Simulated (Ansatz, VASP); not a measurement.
Two plane-wave programs on SiC

INCAR

```
PREC = Accurate
ENCUT = 520
EDIFF = 1E-7
ISMEAR = 0
SIGMA = 0.01
LREAL = F
LASPH = T
NELM = 100
ALGO = Normal
ISIF = 2
LWAVE = F
LCHARG = F
GGA = PE
NBANDS = 26
```

The input KPOINTS:

```
regular mesh
0
Gamma
  9 9 2
```

File POSCAR:

```
SiC
1.0
    3.0627761806      0.0000000000      0.0000000000
   -1.5313880903      2.6524419785      0.0000000000
    0.0000000000      0.0000000000     10.0267441917
Si C
4 4
Direct
    0.0000000000      0.0000000000     -0.0001500102
    0.3333333333      0.6666666667      0.2499054348
    0.0000000000      0.0000000000      0.4998499898
    0.6666666667      0.3333333333      0.7499054348
    0.0000000000      0.0000000000      0.1873051250
    0.3333333333      0.6666666667      0.4379394504
    0.0000000000      0.0000000000      0.6873051250
    0.6666666667      0.3333333333      0.9379394504
```

Input for Ansatz:

```yaml
crystal:
  lattice:
    - [3.0627761806, 0.0, 0.0]
    - [-1.5313880903, 2.6524419785, 0.0]
    - [0.0, 0.0, 10.0267441917]
  atoms:
    - { symbol: Si, position: [0.0, 0.0, -0.0001500102] }
    - { symbol: Si, position: [0.3333333333, 0.6666666667, 0.2499054348] }
    - { symbol: Si, position: [0.0, 0.0, 0.4998499898] }
    - { symbol: Si, position: [0.6666666667, 0.3333333333, 0.7499054348] }
    - { symbol: C, position: [0.0, 0.0, 0.187305125] }
    - { symbol: C, position: [0.3333333333, 0.6666666667, 0.4379394504] }
    - { symbol: C, position: [0.0, 0.0, 0.687305125] }
    - { symbol: C, position: [0.6666666667, 0.3333333333, 0.9379394504] }
kpoints:
  mp_grid: { grid: [9, 9, 2] }
hamiltonian:
  xc: pbe
scf:
  occupations: { method: fixed }
  n_extra_bands: 6
output:
  forces: true
  stress: true
  eigenvalues: true
```

Alike in both runs: task single point; functional PBE; k mesh 9 × 9 × 2; no spin polarisation.

|  | VASP | Ansatz |
| --- | --- | --- |
| version | VASP 6.6.1 | Ansatz 0.2.0 |
| potentials or method | VASP PAW PBE potentials, release 64 (Si, C) | plane waves, PAW |
| plane-wave cutoff (eV) | 520 | 420 |
| occupations | gaussian, width 0.01 eV | fixed |
| valence electrons in the cell | 32 | 32 |

|  | VASP | Ansatz | Ansatz less VASP |
| --- | --- | --- | --- |
| gap on the k mesh at the Fermi level (eV) | 2.34 | 2.35 | +0.002 |
| pressure (GPa) | 6.8 | 6.9 | +0.07 |
| traceless stress, the component that is largest in VASP (GPa) | -0.05 | -0.06 | -0.004 |
